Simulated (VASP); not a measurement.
Here is a VASP 6.6.1 calculation.

Contents of INCAR:

```
PREC = Accurate ; ENCUT = 520
EDIFF = 1E-6 ; ISMEAR = 0
SIGMA = 0.1 ; LREAL = False
LASPH = True ; NELM = 100
ALGO = Normal ; ISIF = 2
LWAVE = False ; LCHARG = False
LDIPOL = True ; IDIPOL = 3
DIPOL = 0.5 0.5 0.507 ; GGA = PS
NBANDS = 20
```

The input KPOINTS:

```
Automatic mesh
0
Gamma
  9 9 1
```

File POSCAR:

```
Na3B
1.0
    3.6090446020      0.0000000000      0.0000000000
   -1.2030148673      3.4026398823      0.0000000000
    0.0000000000      0.0000000000     24.8935451559
Na B
3 1
Direct
    0.5000000000      0.5000000000      0.3414539772
    0.0000000000      0.0000000000      0.4573496181
    0.5000000000      0.5000000000      0.5767136647
    0.5000000000      1.0000000000      0.6540623711
```

Potentials or basis: VASP PAW PBE potentials, release 64 (Na_pv, B).

Launch:

```bash
$ cat potpaw_PBE.64/Na_pv/POTCAR potpaw_PBE.64/B/POTCAR > POTCAR
$ mpirun -np 1 vasp_std > vasp.out
```

(1) Predict the band gap on the k mesh.

(2) What does it give for the largest force?

## Answers

(1) zero (bands 12 and 13 overlap by 1.21 eV).

(2) 0.009 eV/Å.

Caveat: the PAW data sets were made with another functional, which shifts forces and pressure a little.
